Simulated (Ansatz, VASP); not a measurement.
# One calculation of RbLi3Rh, two programs

```
Rb Li Rh
1.0
     4.59958    0.00000    0.00000
     0.00000    4.59958    0.00000
     0.00000    0.00000    4.59958
Rb Li Rh
1 3 1
Direct
  0.00000 0.00000 0.00000
  0.50000 0.00000 0.00000
  0.00000 0.50000 0.00000
  0.00000 0.00000 0.50000
  0.50000 0.50000 0.50000
```

Alike in both runs: task relaxation of cell and atoms; functional PBE; k mesh 4 × 4 × 4; occupations gaussian, width 0.1 eV; no spin polarisation.

|  | VASP | Ansatz |
| --- | --- | --- |
| version | VASP 6.6.1 | Ansatz 0.2.0 |
| potentials or method | VASP PAW PBE potentials, release 64 (Rb_sv, Li_sv, Rh_sv_GW), cutoff 750 eV | scalar-relativistic, plane waves, PAW |
| valence electrons in the cell | 35 | 35 |

|  | VASP | Ansatz | Ansatz less VASP |
| --- | --- | --- | --- |
| gap on the k mesh at the Fermi level, each at its own relaxed structure (eV) | none | none | - |
| relaxed volume (Å³/atom) | 21.04 | 20.88 | -0.166 |
| relaxed cell length with the largest relative difference (Å) | 4.721 | 4.708 | -0.0125 |

A gap of «none» marks a metal or a gap that the smearing closes.
